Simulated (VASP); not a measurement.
Write the native input for VASP 6.6.1 that does the following.

```
Task                   : single point
Functional             : BLYP
Potentials or basis    : VASP PAW PBE potentials, release 64 (Nb_sv)
Cutoff                 : 520 eV
k mesh                 : 13 × 13 × 13
Occupations            : fermi-dirac, width 0.1 eV
Spin                   : no spin polarisation
Dipole correction      : no
Further INCAR settings : ALGO = Normal; EDIFF = 1e-07; NBANDS = 12
```

The structure of Nb lies in POSCAR:

```
Nb
1.0
    2.6466720758      0.0000000000      0.0000000000
    0.0000000000      2.6466720758      0.0000000000
    0.0000000000      0.0000000000      2.6466720758
Nb
1
Direct
    0.0000000000      0.0000000000      0.0000000000
```

This cell differs from its parent crystal: volume scaled by 0.88.

One way to write it, as run:

INCAR

```
AGGAC    = 1.0          
AGGAX    = 1.0          
ALDAC    = 0.0          
ALDAX    = 1.0          
ALGO     = Normal         # electronic algorithm
EDIFF    = 1E-7           # SCF threshold, eV
ENCUT    = 520            # plane-wave cutoff, eV
GGA      = B5             # functional
ISIF     = 2              # what is computed and relaxed
ISMEAR   = -1             # smearing method
LASPH    = True           # aspherical terms in the spheres
LCHARG   = False          # write CHGCAR
LREAL    = False          # projectors in reciprocal space
LWAVE    = False          # write WAVECAR
NBANDS   = 12             # bands
NELM     = 100            # most SCF steps
PREC     = Accurate       # precision mode
SIGMA    = 0.1            # smearing width, eV
```

KPOINTS

```
k-points
0
Gamma
  13 13 13
```

Potentials or basis: VASP PAW PBE potentials, release 64 (Nb_sv).

The run is started by

```bash
$ cat potpaw_PBE.64/Nb_sv/POTCAR > POTCAR
$ mpirun -np 1 vasp_std > vasp.out
```

It gave:

| Quantity | Value |
| --- | --- |
| Pressure | 19.1 GPa |

Caveat: the PAW data sets were made with another functional, which shifts forces and pressure a little.

Wall time 19 s on 1 thread of AMD EPYC 7R43 64-Core Processor (Zen 3), on a shared host, peak memory 0.1 GiB.
